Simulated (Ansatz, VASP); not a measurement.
## Two plane-wave programs on W4N

Contents of INCAR:

```
SYSTEM = W4N
ALGO     = Normal         ! electronic algorithm
EDIFF    = 1E-6           ! SCF threshold, eV
ENCUT    = 520            ! plane-wave cutoff, eV
GGA      = PE             ! functional
ISIF     = 2              ! what is computed and relaxed
ISMEAR   = 0              ! smearing method
LASPH    = .TRUE.         ! aspherical terms in the spheres
LCHARG   = .FALSE.        ! write CHGCAR
LREAL    = .FALSE.        ! projectors in reciprocal space
LWAVE    = .FALSE.        ! write WAVECAR
NBANDS   = 72             ! bands
NELM     = 60             ! most SCF steps
PREC     = Accurate       ! precision mode
SIGMA    = 0.1            ! smearing width, eV
```

KPOINTS

```
k-points
0
G
  6 4 4
  0 0 0
```

POSCAR

```
W4N
1.0
    4.2287799091      0.0000000000      0.0000000000
    2.1086042581      4.4179750391      0.0000000000
    2.0686662845     -0.4522999913      7.3521733405
W N
8 2
Direct
    0.5918601338      0.3038492386      0.3022707440
    0.1068322611      0.7933300511      0.7938794421
    0.3495728592      0.0515958147      0.0494665677
    0.8475608707      0.5479141399      0.5505879036
    0.9844380992      0.6491452837      0.1818176534
    0.4880886947      0.1462653213      0.6831113795
    0.7204851531      0.4478864595      0.9149881171
    0.2210124823      0.9515436943      0.4145041725
    0.3332897456      0.5599287375      0.5622669270
    0.8568596999      0.0485412594      0.0471070930
```

Input for Ansatz:

```yaml
crystal:
  lattice:
    - [4.2287799091, 0.0, 0.0]
    - [2.1086042581, 4.4179750391, 0.0]
    - [2.0686662845, -0.4522999913, 7.3521733405]
  atoms:
    - { symbol: W, position: [0.5918601338, 0.3038492386, 0.302270744] }
    - { symbol: W, position: [0.1068322611, 0.7933300511, 0.7938794421] }
    - { symbol: W, position: [0.3495728592, 0.0515958147, 0.0494665677] }
    - { symbol: W, position: [0.8475608707, 0.5479141399, 0.5505879036] }
    - { symbol: W, position: [0.9844380992, 0.6491452837, 0.1818176534] }
    - { symbol: W, position: [0.4880886947, 0.1462653213, 0.6831113795] }
    - { symbol: W, position: [0.7204851531, 0.4478864595, 0.9149881171] }
    - { symbol: W, position: [0.2210124823, 0.9515436943, 0.4145041725] }
    - { symbol: "N", position: [0.3332897456, 0.5599287375, 0.562266927] }
    - { symbol: "N", position: [0.8568596999, 0.0485412594, 0.047107093] }
basis:
  ecutwfc: 420
kpoints:
  mp_grid: { grid: [6, 4, 4] }
hamiltonian:
  xc: pbe
scf:
  occupations: { method: gaussian, width: 0.1 }
  lower_state_search: "off"
output:
  forces: true
  stress: true
  eigenvalues: true
```

Change from the starting cell: the structure that the rattled cell fell into.

Alike in both runs: task single point; functional PBE; k mesh 6 × 4 × 4; occupations gaussian, width 0.1 eV; no spin polarisation.

|  | VASP | Ansatz |
| --- | --- | --- |
| version | VASP 6.6.1 | Ansatz 0.2.0 |
| potentials or method | VASP PAW PBE potentials, release 64 (W_sv, N), cutoff 520 eV | scalar-relativistic, plane waves, PAW |
| valence electrons in the cell | 122 | 122 |

VASP gave:

```
gap on the k mesh at the Fermi level (eV)                     : none
pressure (GPa)                                                : 6.4
traceless stress, the component that is largest in VASP (GPa) : -4.07
rms of the force components (eV/Å)                            : 0.718
```

Problem. Which values does Ansatz return?

Solution. gap on the k mesh at the Fermi level (eV): none; pressure (GPa): 5.4; traceless stress, the component that is largest in VASP (GPa): -4.02; rms of the force components (eV/Å): 0.709.

Atom by atom the forces differ by 0.025 eV/Å (rms over components). A gap of «none» marks a metal or a gap that the smearing closes.

Spin-orbit coupling is off throughout.
